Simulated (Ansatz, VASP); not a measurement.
# CdSe in VASP and in Ansatz

Contents of INCAR:

```
SYSTEM = CdSe
PREC = Accurate
ENCUT = 520
EDIFF = 1E-6
ISMEAR = 0
SIGMA = 0.01
LREAL = .False.
LASPH = .True.
NELM = 100
ALGO = Normal
ISIF = 2
LWAVE = .False.
LCHARG = .False.
GGA = PS
IBRION = 2
NSW = 50
EDIFFG = -0.002
```

File KPOINTS:

```
regular mesh
0
Gamma
  6 6 6
  0 0 0
```

Contents of POSCAR:

```
CdSe
1.0
   -0.0152067354      3.0337437075      3.0337437075
    3.0337437075     -0.0152067354      3.0337437075
    3.0337437075      3.0337437075     -0.0152067354
Cd Se
1 1
Direct
    0.0000000000      0.0000000000      0.0000000000
    0.7500000000      0.7500000000      0.7500000000
```

Input for Ansatz:

```yaml
crystal:
  lattice:
    - [-0.01520673538, 3.03374370749, 3.03374370749]
    - [3.03374370749, -0.01520673538, 3.03374370749]
    - [3.03374370749, 3.03374370749, -0.01520673538]
  atoms:
    - { symbol: Cd, position: [0.0, 0.0, 0.0] }
    - { symbol: Se, position: [0.75, 0.75, 0.75] }
kpoints:
  mp_grid: { grid: [6, 6, 6] }
scf:
  occupations: { method: fixed }
  convergence: { dr2_threshold: 1.0e-10 }
hamiltonian:
  xc: pbesol
  pseudopotentials: { kind: all_electron, lapw: { basis_error: 0.0005 } }
output:
  forces: true
  stress: true
  eigenstates:
    kpoints:
      - [0.0, 0.0, 0.0]
      - [0.5, 0.5, 0.0]
      - [0.5, 0.0, 0.5]
      - [0.0, 0.5, 0.5]
      - [0.0, 0.5, 0.0]
      - [0.5, 0.0, 0.0]
      - [0.0, 0.0, 0.5]
      - [0.5, 0.5, 0.5]
relax:
  f_tol: 0.002
  max_steps: 30
```

Change from the starting cell: equal xy, yz and zx engineering shears of -0.5 %.

Alike in both runs: task relaxation of the atoms; functional PBEsol; k mesh 6 × 6 × 6; no spin polarisation.

```csv
,VASP,Ansatz
version,VASP 6.6.1,Ansatz 0.2.0
potentials or method,"VASP PAW PBE potentials, release 64 (Cd, Se), cutoff 520 eV","all-electron LAPW, scalar-relativistic"
occupations,"gaussian, width 0.01 eV",fixed
```

|  | VASP | Ansatz | Ansatz less VASP |
| --- | --- | --- | --- |
| gap on the k mesh at the Fermi level, each at its own relaxed structure (eV) | 0.46 | 0.46 | -0.001 |

VASP's potentials were made for PBE, not for PBEsol. Ansatz ran all-electron here, and VASP with PAW potentials.
